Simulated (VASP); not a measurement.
A run of VASP 6.6.1:

INCAR

```
PREC = Accurate ; ENCUT = 520
EDIFF = 1E-6 ; ISMEAR = 0
SIGMA = 0.1 ; LREAL = False
LASPH = True ; NELM = 100
ALGO = Fast ; ISIF = 2
LWAVE = False ; LCHARG = False
GGA = PE ; NBANDS = 49
```

File KPOINTS:

```
Automatic mesh
0
Gamma
  6 6 10
```

POSCAR

```
RbPt3
1.0
    7.6626845905      0.0000000000      0.0000000000
   -3.8313422953      6.6360795165      0.0000000000
    0.0000000000      0.0000000000      4.3777449427
Rb Pt
2 6
Direct
    0.3333333333      0.6666666667      0.2500000000
    0.6666666667      0.3333333333      0.7500000000
    0.8817982094      0.7635964188      0.2500000000
    0.1182017906      0.8817982094      0.7500000000
    0.2364035812      0.1182017906      0.2500000000
    0.1182017906      0.2364035812      0.7500000000
    0.8817982094      0.1182017906      0.2500000000
    0.7635964188      0.8817982094      0.7500000000
```

Potentials or basis: VASP PAW PBE potentials, release 64 (Rb_sv, Pt).

Launch:

```console
$ cat potpaw_PBE.64/Rb_sv/POTCAR potpaw_PBE.64/Pt/POTCAR > POTCAR
$ mpirun -np 1 vasp_std > vasp.out
```

Hardware: 1 thread of Oxide Virtual Turin-like Processor, with other jobs on the host.

Q: How long does it take, and how much memory?

A: It took 7 min on 1 thread of Oxide Virtual Turin-like Processor (shared host), peak memory 0.54 GiB. Counts: scf iterations 17, k points 42.
